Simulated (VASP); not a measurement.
Write the native input for VASP 6.6.1 that does the following.

```yaml
Task: single point
Functional: PBE
Potentials_or_basis: VASP PAW PBE potentials, release 64 (Al, O)
Cutoff: 520 eV
k_mesh: 6 × 6 × 6
Occupations: gaussian, width 0.05 eV
Spin: no spin polarisation
Dipole_correction: no
Further_INCAR_settings: ALGO = Normal; EDIFF = 1e-06; NBANDS = 35
```

The structure of Al2O3 lies in POSCAR:

```
Al2O3
1.0
    2.4040892951      1.3880016017      4.3737619113
   -2.4040892951      1.3880016017      4.3737619113
    0.0000000000     -2.7760032034      4.3737619113
Al O
4 6
Direct
    0.8521293568      0.8521293568      0.8521293568
    0.6478706432      0.6478706432      0.6478706432
    0.1478706432      0.1478706432      0.1478706432
    0.3521293568      0.3521293568      0.3521293568
    0.0561574040      0.4438425960      0.7500000000
    0.7500000000      0.0561574040      0.4438425960
    0.4438425960      0.7500000000      0.0561574040
    0.9438425960      0.5561574040      0.2500000000
    0.2500000000      0.9438425960      0.5561574040
    0.5561574040      0.2500000000      0.9438425960
```

The input as run:

INCAR

```
SYSTEM = Al2O3
PREC = Accurate
ENCUT = 520
EDIFF = 1E-6
ISMEAR = 0
SIGMA = 0.05
LREAL = .False.
LASPH = .True.
NELM = 100
ALGO = Normal
ISIF = 2
LWAVE = .False.
LCHARG = .True.
GGA = PE
LELF = .True.
LVHAR = .True.
NBANDS = 35
```

KPOINTS

```
regular mesh
0
Gamma
  6 6 6
  0 0 0
```

Potentials or basis: VASP PAW PBE potentials, release 64 (Al, O).

Launch:

```console
$ cat potpaw_PBE.64/Al/POTCAR potpaw_PBE.64/O/POTCAR > POTCAR
$ mpirun -np 1 vasp_std > vasp.out
```

Results of the run:

| Item | Value |
| --- | --- |
| Pressure | 0.0 GPa |
| Largest force | 0.008 eV/Å |
| Band gap on the k mesh | 5.85 eV, direct |

It took 3.4 min on 1 thread of AMD EPYC 7R43 64-Core Processor (Zen 3) (shared host), peak memory 0.22 GiB.
